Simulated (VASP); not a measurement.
Write the native input for VASP 6.6.1 that does the following.

```yaml
Task: single point
Functional: PBE
Potentials_or_basis: VASP PAW PBE potentials, release 64 (Hf_pv, Si)
Cutoff: 520 eV
k_mesh: 8 × 8 × 8
Occupations: gaussian, width 0.05 eV
Spin: no spin polarisation
Dipole_correction: no
Further_INCAR_settings: ALGO = Normal; EDIFF = 1e-07; NBANDS = 19
```

The structure of HfSi3 lies in POSCAR:

```
HfSi3
1.0
    3.9468393396      0.0000000000      0.0000000000
    0.0000000000      3.9468393396      0.0000000000
    0.0000000000      0.0000000000      3.9468393396
Hf Si
1 3
Direct
    0.0000000000      0.0000000000      0.0000000000
    0.0000000000      0.5000000000      0.5000000000
    0.5000000000      0.5000000000      0.0000000000
    0.5000000000      0.0000000000      0.5000000000
```

This cell differs from its parent crystal: volume scaled by 0.980.

These files were run (other wordings do the same):

INCAR

```
PREC = Accurate
ENCUT = 520
EDIFF = 1E-7
ISMEAR = 0
SIGMA = 0.05
LREAL = F
LASPH = T
NELM = 100
ALGO = Normal
ISIF = 2
LWAVE = F
LCHARG = F
GGA = PE
NBANDS = 19
```

KPOINTS

```
regular mesh
0
Gamma
  8 8 8
```

Potentials or basis: VASP PAW PBE potentials, release 64 (Hf_pv, Si).

Command:

```sh
$ cat potpaw_PBE.64/Hf_pv/POTCAR potpaw_PBE.64/Si/POTCAR > POTCAR
$ mpirun -np 1 vasp_std > vasp.out
```

Results of the run:

```
Pressure               : 2.1 GPa
Band gap on the k mesh : zero (band 11 reaches 10.36 eV, above the bottom of band 12 at 8.35 eV)
```

Caveat: spin-orbit coupling is left out, which moves the levels of the heavy elements.

It took 17 s on 1 thread of AMD EPYC 9R45 96-Core Processor (Zen 5), on a shared host, peak memory 0.16 GiB.
